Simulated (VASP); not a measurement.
Input of a VASP 6.6.1 run:

File INCAR:

```
SYSTEM = Rh
PREC     = Accurate       ! precision mode
ENCUT    = 520            ! plane-wave cutoff, eV
EDIFF    = 1E-6           ! SCF threshold, eV
ISMEAR   = -1             ! smearing method
SIGMA    = 0.1            ! smearing width, eV
LREAL    = .False.        ! projectors in reciprocal space
LASPH    = .True.         ! aspherical terms in the spheres
NELM     = 80             ! most SCF steps
ALGO     = Normal         ! electronic algorithm
ISIF     = 2              ! what is computed and relaxed
LWAVE    = .False.        ! write WAVECAR
LCHARG   = .False.        ! write CHGCAR
GGA      = CA             ! functional
NBANDS   = 22             ! bands
```

The input KPOINTS:

```
Automatic mesh
0
Gamma
  15 15 11
  0 0 0
```

Contents of POSCAR:

```
Rh
1.0
    1.8775657068      1.8775657068      0.0000000000
   -1.8775657068      1.8775657068      0.0000000000
    0.0000000000      0.0000000000      3.7551314135
Rh
2
Direct
    0.0000000000      0.0000000000      0.0000000000
    0.5000000000      0.5000000000      0.5000000000
```

Potentials or basis: VASP PAW LDA potentials, release 64 (Rh_pv).

Command:

```bash
$ cat potpaw_LDA.64/Rh_pv/POTCAR > POTCAR
$ mpirun -np 1 vasp_std > vasp.out
```

(1) Predict the pressure.

(2) Predict the band gap on the k mesh.

Results:

(1) 0.9 GPa.

(2) zero (bands 15 and 16 overlap by 2.26 eV).
